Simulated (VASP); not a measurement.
# GaP (lda) (F-43m) in VASP: notebook

Runs on GaP (lda). Level: LDA. Tasks: single point.

All numbers are computed with VASP 6.6.1; they aren't measurements. Logs are shortened: lines on timing, memory, paths and dates and some standing lists are left out, and cuts for length are marked.

### 1 The cell of the first run

It takes space group F-43m (No. 216, cubic). Conventional cell: a = 5.391 Å, b = 5.391 Å, c = 5.391 Å, α = 90.00°, β = 90.00°, γ = 90.00°. Within 3.1 Å of Ga (site symmetry -43m) lie 4 P at 2.33 Å. P (site symmetry -43m) has 4 Ga at 2.33 Å within 3.1 Å.

### 2 Single point, LDA

File INCAR:

```
ALGO = Normal
EDIFF = 1E-6
ENCUT = 500
GGA = CA
GGA_COMPAT = False
ISIF = 2
ISMEAR = 0
LASPH = True
LCHARG = False
LREAL = False
LWAVE = False
NBANDS = 16
NELM = 120
PREC = Accurate
SIGMA = 0.01
```

File KPOINTS:

```
k-points
0
Gamma
  8 8 8
```

File POSCAR:

```
GaP
1.0
    0.0000000000      2.6956512415      2.6956512415
    2.6956512415      0.0000000000      2.6956512415
    2.6956512415      2.6956512415      0.0000000000
Ga P
1 1
Direct
    0.0000000000      0.0000000000      0.0000000000
    0.2500000000      0.2500000000      0.2500000000
```

Potentials or basis: VASP PAW LDA potentials, release 64 (Ga_d, P).

On the command line:

```bash
cat potpaw_LDA.64/Ga_d/POTCAR potpaw_LDA.64/P/POTCAR > POTCAR
mpirun -np 1 vasp_std > vasp.out
```

OUTCAR:

```text
EDIFF = 1E-6
   ENCUT = 500
   GGA = CA
   ISIF = 2
   ISMEAR = 0
   LASPH = True
   LREAL = False
   NELM = 120
   PREC = Accurate

 ion  position               nearest neighbor table
   1  0.000  0.000  0.000-   2 2.33   2 2.33   2 2.33   2 2.33
   2  0.250  0.250  0.250-   1 2.33   1 2.33   1 2.33   1 2.33

  LATTYP: Found a face centered cubic cell.
 ALAT       =     5.3913024830

  Lattice vectors:

 A1 = (   0.0000000000,   2.6956512415,   2.6956512415)
 A2 = (   2.6956512415,   0.0000000000,   2.6956512415)
 A3 = (   2.6956512415,   2.6956512415,   0.0000000000)

Analysis of symmetry for initial positions (statically):
=====================================================================
 Subroutine PRICEL returns:
 Original cell was already a primitive cell.

 Routine SETGRP: Setting up the symmetry group for a
 face centered cubic supercell.

 Subroutine GETGRP returns: Found 24 space group operations
 (whereof 24 operations were pure point group operations)
 out of a pool of 48 trial point group operations.

The static configuration has the point symmetry T_d .

Analysis of symmetry for dynamics (positions and initial velocities):
=====================================================================
 Subroutine PRICEL returns:
 Original cell was already a primitive cell.

 Routine SETGRP: Setting up the symmetry group for a
 face centered cubic supercell.

 Subroutine GETGRP returns: Found 24 space group operations
 (whereof 24 operations were pure point group operations)
 out of a pool of 48 trial point group operations.

The dynamic configuration has the point symmetry T_d .

 Subroutine INISYM returns: Found 24 space group operations
 (whereof 24 operations are pure point group operations),
 and found     1 'primitive' translations

----------------------------------------------------------------------------------------

                                     Primitive cell

  volume of cell :      39.1761

  direct lattice vectors                    reciprocal lattice vectors
     0.000000000  2.695651241  2.695651241    -0.185483935  0.185483935  0.185483935
     2.695651241  0.000000000  2.695651241     0.185483935 -0.185483935  0.185483935
     2.695651241  2.695651241  0.000000000     0.185483935  0.185483935 -0.185483935

  length of vectors
     3.812226545  3.812226545  3.812226545     0.321267600  0.321267600  0.321267600

  position of ions in fractional coordinates (direct lattice)
     0.000000000  0.000000000  0.000000000
     0.250000000  0.250000000  0.250000000

  ion indices of the primitive-cell ions
   primitive index   ion index
                 1           1
                 2           2

----------------------------------------------------------------------------------------

 KPOINTS: k-points

Automatic generation of k-mesh.
 Grid dimensions read from file:
 generate k-points for:    8    8    8

 Generating k-lattice:

  Cartesian coordinates                     Fractional coordinates (reciprocal lattice)
    -0.023185492  0.023185492  0.023185492     0.125000000  0.000000000  0.000000000
     0.023185492 -0.023185492  0.023185492     0.000000000  0.125000000  0.000000000
     0.023185492  0.023185492 -0.023185492     0.000000000  0.000000000  0.125000000

  Length of vectors
     0.040158450  0.040158450  0.040158450

  Shift w.r.t. Gamma in fractional coordinates (k-lattice)
     0.000000000  0.000000000  0.000000000

 Subroutine IBZKPT returns following result:
 ===========================================

 Found     29 irreducible k-points:

 Following reciprocal coordinates:
            Coordinates               Weight
  0.000000  0.000000  0.000000      1.000000
  0.125000  0.000000  0.000000      8.000000
  0.250000  0.000000  0.000000      8.000000
  0.375000  0.000000  0.000000      8.000000
  0.500000  0.000000  0.000000      4.000000
  0.125000  0.125000  0.000000      6.000000
[... 16 lines left out ...]
  0.500000  0.250000  0.125000     48.000000
 -0.375000  0.250000  0.125000     24.000000
 [... further k-points ...]
   k-points           NKPTS =     29   k-points in BZ     NKDIM =     29   number of bands    NBANDS=     16
   number of dos      NEDOS =    301   number of ions     NIONS =      2
   total plane-waves  NPLWV =  21952
   dimension x,y,z NGX =    28 NGY =   28 NGZ =   28
   dimension x,y,z NGXF=    56 NGYF=   56 NGZF=   56
   ions per type =               1   1
   NGX,Y,Z   is equivalent  to a cutoff of  12.21, 12.21, 12.21 a.u.
   NGXF,Y,Z  is equivalent  to a cutoff of  24.42, 24.42, 24.42 a.u.
 SYSTEM =  unknown system
   PREC   = accura    normal or accurate (medium, high low for compatibility)
   ISTART =      0    job   : 0-new  1-cont  2-samecut
   ICHARG =      2    charge: 1-file 2-atom 10-const
   ISPIN  =      1    spin polarized calculation?
   LNONCOLLINEAR =      F non collinear calculations
   LSORBIT =      F    spin-orbit coupling
   LASPH  =      T    aspherical Exc in radial PAW
   ENCUT  =  500.0 eV  36.75 Ry    6.06 a.u.   6.95  6.95  6.95*2*pi/ulx,y,z
   NELM   =    120;   NELMIN=  2; NELMDL= -5     # of ELM steps
   EDIFF  = 0.1E-05   stopping-criterion for ELM
   LREAL  =      F    real-space projection
   EDIFFG = 0.1E-04   stopping-criterion for IOM
   NSW    =      0    number of steps for IOM
   IBRION =     -1    ionic relax: 0-MD 1-quasi-New 2-CG
   NFREE  =      0    steps in history (QN), initial steepest desc. (CG)
   ISIF   =      2    stress and relaxation
   ISYM   =      2    0-nonsym 1-usesym 2-fastsym
   POTIM  = 0.5000    time-step for ionic-motion
   TEBEG  =    0.0;   TEEND  =   0.0 temperature during run
   PSTRESS=    0.0 pullay stress
   NELECT =      18.0000    total number of electrons
   NUPDOWN=      -1.0000    fix difference up-down
   EMIN   =  10.00;   EMAX   =-10.00  energy-range for DOS
   EFERMI =   0.00;   METHOD = LEGACY
   ISMEAR =     0;   SIGMA  =   0.01  broadening in eV -4-tet -1-fermi 0-gaus
   EFERMI_NEDOS =   21; number of points for ismear=-14 and -15
   IALGO  =     38    algorithm
   IMIX   =      4    mixing-type and parameters
     AMIX     =   0.40;   BMIX     =  1.00
     AMIX_MAG =   1.60;   BMIX_MAG =  1.00
  volume/ion in A,a.u.               =      19.59       132.19
  Fermi-wavevector in a.u.,A,eV,Ry     =   1.263258  2.387211 21.712450  1.595820
  Thomas-Fermi vector in A             =   2.396624
   LORBIT       =      0    0 simple, 1 ext, 2 COOP (PROOUT), +10 PAW based schemes
   GGA     = CA    functional components
   LHFCALC =     F    Hartree Fock is set to
   AEXX    =    0.0000 exact exchange contribution
   IVDW    =     0    specifies the selected vdW correction
   LEPSILON=     F    determine dielectric tensor
   LRPA    =     F    only Hartree local field effects (RPA)
 non-spin polarized calculation
 Gauss-broadening in eV      SIGMA  =   0.01
  energy-cutoff  :      500.00
  volume of cell :       39.18
 maximum number of plane-waves:      1006
   NGX = 13   NGY = 13   NGZ = 13

 number of electron      17.9999998 magnetization

 Free energy of the ion-electron system (eV)
  ---------------------------------------------------
  ext. energy  EPLUGINS =         0.00000000
  ---------------------------------------------------
  free energy    TOTEN  =       -10.45066235 eV

  energy without entropy =      -10.45066235  energy(sigma->0) =      -10.45066235

 E-fermi :   4.9422     XC(G=0): -10.3108

 val. band max:        4.8485514638   @ k =   0.0000   0.0000   0.0000
 cond. band min:       6.2781651646   @ k =   0.5000   0.5000   0.0000
 fundamental gap:      1.4296137008
 Fermi energy:         4.9422258620

 k-point     1 :       0.0000    0.0000    0.0000
  band No.  band energies     occupation
      1      -9.9174      2.00000
      2      -9.9174      2.00000
      3      -9.9174      2.00000
      4      -9.8090      2.00000
      5      -9.8090      2.00000
      6      -7.9120      2.00000
[... 8 lines left out ...]
     15      14.6926      0.00000
     16      14.6926      0.00000

 k-point     2 :       0.1250    0.0000    0.0000
  band No.  band energies     occupation
      1      -9.9319      2.00000
      2      -9.9122      2.00000
      3      -9.9122      2.00000
      4      -9.8091      2.00000
      5      -9.8091      2.00000
      6      -7.7009      2.00000
[... 8 lines left out ...]
     15      14.0101      0.00000
     16      14.4240      0.00000

 k-point     3 :       0.2500    0.0000    0.0000
  band No.  band energies     occupation
      1      -9.9638      2.00000
      2      -9.9012      2.00000
      3      -9.9012      2.00000
      4      -9.8077      2.00000
      5      -9.8077      2.00000
      6      -7.1006      2.00000
[... 8 lines left out ...]
     15      13.8109      0.00000
     16      14.6124      0.00000

 k-point     4 :       0.3750    0.0000    0.0000
  band No.  band energies     occupation
      1      -9.9924      2.00000
      2      -9.8929      2.00000
      3      -9.8929      2.00000
      4      -9.8035      2.00000
      5      -9.8035      2.00000
      6      -6.2524      2.00000
[... 8 lines left out ...]
     15      15.0519      0.00000
     16      15.0519      0.00000
[... 324 lines left out ...]
 k-point    22 :       0.3750    0.2500    0.1250
  band No.  band energies     occupation
      1      -9.9879      2.00000
      2      -9.8883      2.00000
      3      -9.8838      2.00000
      4      -9.8213      2.00000
      5      -9.7991      2.00000
      6      -6.5890      2.00000
[... 8 lines left out ...]
     15      16.0347      0.00000
     16      17.2620      0.00000

 k-point    23 :       0.5000    0.2500    0.1250
  band No.  band energies     occupation
      1     -10.0036      2.00000
      2      -9.8845      2.00000
      3      -9.8738      2.00000
      4      -9.8190      2.00000
      5      -9.7992      2.00000
      6      -5.7861      2.00000
[... 8 lines left out ...]
     15      16.4117      0.00000
     16      17.7205      0.00000

 k-point    24 :      -0.3750    0.2500    0.1250
  band No.  band energies     occupation
      1     -10.0094      2.00000
      2      -9.8841      2.00000
      3      -9.8703      2.00000
      4      -9.8151      2.00000
      5      -9.8010      2.00000
      6      -5.2876      2.00000
[... 8 lines left out ...]
     15      16.8444      0.00000
     16      17.4333      0.00000

 [... further k-points ...]

------------------------ aborting loop because EDIFF is reached ----------------------------------------

  FORCE on cell =-STRESS in cart. coord.  units (eV):
  Direction    XX          YY          ZZ          XY          YZ          ZX
  --------------------------------------------------------------------------------------
  -------------------------------------------------------------------------------------
  Total        0.0181672      0.0181672      0.0181672     -0.0000000      0.0000000      0.0000000
  in kB        0.7429806      0.7429806      0.7429806     -0.0000000      0.0000000      0.0000000
  external PRESSURE =       0.7429806 kB  Pullay stress =       0.0000000 kB

 VOLUME and BASIS-vectors are now :
 -----------------------------------------------------------------------------
  energy-cutoff  :      500.00
  volume of cell :       39.18
      direct lattice vectors                 reciprocal lattice vectors
     0.000000000  2.695651241  2.695651241    -0.185483935  0.185483935  0.185483935
     2.695651241  0.000000000  2.695651241     0.185483935 -0.185483935  0.185483935
     2.695651241  2.695651241  0.000000000     0.185483935  0.185483935 -0.185483935

 POSITION                                       TOTAL-FORCE (eV/Angst)
 -----------------------------------------------------------------------------------
      0.00000      0.00000      0.00000        -0.000000     -0.000000      0.000000
      1.34783      1.34783      1.34783         0.000000      0.000000     -0.000000
 -----------------------------------------------------------------------------------
    total drift:                                0.000000      0.000000      0.000000

  FREE ENERGIE OF THE ION-ELECTRON SYSTEM (eV)
  ---------------------------------------------------
  free  energy   TOTEN  =       -10.4506623473 eV

  energy  without entropy=      -10.4506623473  energy(sigma->0) =      -10.45066235
```

Run time: 8.1 s. Hardware: 1 thread of Intel Xeon 6975P-C (Granite Rapids), shared host; peak memory 0.14 GiB.

What came out:

| Quantity | Value |
| --- | --- |
| Free energy | -10.4507 eV |
| Pressure | 0.1 GPa |
| Band gap on the k mesh | 1.43 eV, indirect (least direct gap 1.91 eV) |

[end of part 1 of 2]
